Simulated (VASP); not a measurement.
# F (I4_1/amd) in VASP: further runs, part 2 of 2

VASP 6.6.1. Earlier steps stand in the parts before.

## 3. Single point, PBE (4.52 Å³/atom)

INCAR reads:

```
SYSTEM = F
PREC     = Accurate       ! precision mode
ENCUT    = 520            ! plane-wave cutoff, eV
EDIFF    = 1E-6           ! SCF threshold, eV
ISMEAR   = -1             ! smearing method
SIGMA    = 0.05           ! smearing width, eV
LREAL    = .FALSE.        ! projectors in reciprocal space
LASPH    = .TRUE.         ! aspherical terms in the spheres
NELM     = 80             ! most SCF steps
ALGO     = Normal         ! electronic algorithm
ISIF     = 2              ! what is computed and relaxed
LWAVE    = .FALSE.        ! write WAVECAR
LCHARG   = .FALSE.        ! write CHGCAR
GGA      = PE             ! functional
NBANDS   = 14             ! bands
```

KPOINTS reads:

```
Automatic mesh
0
G
  17 17 17
  0 0 0
```

POSCAR reads:

```
F
1.0
   -1.5628158226      1.5628158226      0.9243094685
    1.5628158226     -1.5628158226      0.9243094685
    1.5628158226      1.5628158226     -0.9243094685
F
2
Direct
   -0.3750000000     -0.1250000000     -0.2500000000
    0.3750000000      0.1250000000      0.2500000000
```

Potentials or basis: VASP PAW PBE potentials, release 64 (F).

The run is started by

```
> cat potpaw_PBE.64/F/POTCAR > POTCAR
> mpirun -np 1 vasp_std > vasp.out
```

It took 18 s on 1 thread of Intel Xeon 6975P-C (Granite Rapids), shared host; peak memory 0.14 GiB.

Results (log left out):

```yaml
Free_energy: 4.9734 eV
Pressure: 409.8 GPa
Band_gap_on_the_k_mesh: zero (bands 7 and 8 overlap by 4.33 eV)
```

Stress tensor (GPa, compression positive):
```
409.89   0.00   0.00
  0.00 409.89   0.00
  0.00   0.00 409.70
```

Levels at points of the mesh, in eV from the Fermi level:
```csv
k point,band 4,band 5,band 6,band 7,band 8,band 9,band 10,band 11
"(0.00, 0.00, 0.00)",-9.74,-0.67,-0.60,0.71,0.71,16.77,23.00,34.80
```

Caveat: the cell stands under pressure.

## 4. Single point, PBE (5.08 Å³/atom)

This run uses another cell than the first one, of 5.08 Å³/atom.

INCAR reads:

```
SYSTEM = F
  ALGO = Normal
  EDIFF = 1E-7
  ENCUT = 520
  GGA = PE
  ISIF = 2
  ISMEAR = -1
  LASPH = .TRUE.
  LCHARG = .TRUE.
  LELF = .TRUE.
  LREAL = .FALSE.
  LVHAR = .TRUE.
  LWAVE = .FALSE.
  NBANDS = 14
  NELM = 80
  PREC = Accurate
  SIGMA = 0.05
```

KPOINTS reads:

```
k-points
0
G
  17 17 17
  0 0 0
```

POSCAR reads:

```
F
1.0
   -1.6208127258      1.6208127258      0.9667626149
    1.6208127258     -1.6208127258      0.9667626149
    1.6208127258      1.6208127258     -0.9667626149
F
2
Direct
   -0.3750000000     -0.1250000000     -0.2500000000
    0.3750000000      0.1250000000      0.2500000000
```

Potentials or basis: VASP PAW PBE potentials, release 64 (F).

The run is started by

```
> cat potpaw_PBE.64/F/POTCAR > POTCAR
> mpirun -np 1 vasp_std > vasp.out
```

OUTCAR:

```text
SYSTEM = F
   EDIFF = 1E-7
   ENCUT = 520
   GGA = PE
   ISIF = 2
   ISMEAR = -1
   LASPH = .TRUE.
   LREAL = .FALSE.
   NELM = 80
   PREC = Accurate

 ion  position               nearest neighbor table
   1  0.625  0.875  0.750-   2 1.69   2 1.69   2 1.69   2 1.69
   2  0.375  0.125  0.250-   1 1.69   1 1.69   1 1.69   1 1.69

  LATTYP: Found a body centered tetragonal cell.
 ALAT       =     3.2416254516
 C/A-ratio  =     0.5964678087

  Lattice vectors:

 A1 = (  -1.6208127258,   1.6208127258,   0.9667626149)
 A2 = (   1.6208127258,  -1.6208127258,   0.9667626149)
 A3 = (   1.6208127258,   1.6208127258,  -0.9667626149)

Analysis of symmetry for initial positions (statically):
=====================================================================
 Subroutine PRICEL returns:
 Original cell was already a primitive cell.

 Routine SETGRP: Setting up the symmetry group for a
 body centered tetragonal supercell.

 Subroutine GETGRP returns: Found 16 space group operations
 (whereof  4 operations were pure point group operations)
 out of a pool of 16 trial point group operations.

The static configuration has the point symmetry C_2h.
[... 178 lines left out ...]
      8       7.4589      0.00002
      9      24.2512      0.00000
     10      27.6178      0.00000
     11      40.1632      0.00000
     12      43.4508      0.00000
     13      43.4508      0.00000
     14      45.7837      0.00000
[... 377 lines left out ...]
      1     -23.4900      2.00000
      2     -12.8515      2.00000
      3      -1.6022      2.00000
      4      -1.1370      2.00000
      5       5.7018      2.00000
      6       5.9506      2.00000
      7       7.1826      0.00498
      8       7.4473      0.00003
      9      24.8726      0.00000
     10      28.0570      0.00000
     11      39.0840      0.00000
     12      41.9823      0.00000
     13      43.2445      0.00000
     14      46.0602      0.00000

 [... further k-points ...]

------------------------ aborting loop because EDIFF is reached ----------------------------------------

  FORCE on cell =-STRESS in cart. coord.  units (eV):
  Direction    XX          YY          ZZ          XY          YZ          ZX
  --------------------------------------------------------------------------------------
  -------------------------------------------------------------------------------------
  Total       17.0642730     17.0642730     17.0345610      0.0000000      0.0000000      0.0000000
  in kB     2691.2426525   2691.2426525   2686.5567151      0.0000000      0.0000000      0.0000000
  external PRESSURE =    2689.6806734 kB  Pullay stress =       0.0000000 kB

 VOLUME and BASIS-vectors are now :
 -----------------------------------------------------------------------------
  energy-cutoff  :      520.00
  volume of cell :       10.16
      direct lattice vectors                 reciprocal lattice vectors
    -1.620812726  1.620812726  0.966762615     0.000000000  0.308487213  0.517190045
     1.620812726 -1.620812726  0.966762615     0.308487213  0.000000000  0.517190045
     1.620812726  1.620812726 -0.966762615     0.308487213  0.308487213  0.000000000

 POSITION                                       TOTAL-FORCE (eV/Angst)
 -----------------------------------------------------------------------------------
      1.62081      0.81041      0.72507        -0.000000      0.000000     -0.000000
      0.00000      0.81041      0.24169         0.000000     -0.000000      0.000000
 -----------------------------------------------------------------------------------
    total drift:                               -0.000000      0.000000     -0.000000

  FREE ENERGIE OF THE ION-ELECTRON SYSTEM (eV)
  ---------------------------------------------------
  free  energy   TOTEN  =         2.6079211384 eV

  energy  without entropy=        2.6278170995  energy(sigma->0) =        2.61786912
```

Run time: 22 s. Hardware: 1 thread of Intel Xeon 6975P-C (Granite Rapids), shared host; peak memory 0.15 GiB.

Results:

```
Free energy            : 2.6079 eV
Pressure               : 269.0 GPa
Band gap on the k mesh : zero (bands 7 and 8 overlap by 3.63 eV)
```

Stress tensor (GPa, compression positive):
```
269.12   0.00   0.00
  0.00 269.12   0.00
  0.00   0.00 268.66
```

Levels at points of the mesh, in eV from the Fermi level:
| k point | band 3 | band 4 | band 5 | band 6 | band 7 | band 8 | band 9 | band 10 | band 11 | band 12 |
| --- | --- | --- | --- | --- | --- | --- | --- | --- | --- | --- |
| (0.00, 0.00, 0.00) | -8.46 | -8.46 | -0.72 | -0.65 | 0.58 | 0.58 | 17.37 | 20.73 | 33.28 | 36.57 |

Caveat: the cell stands under pressure.
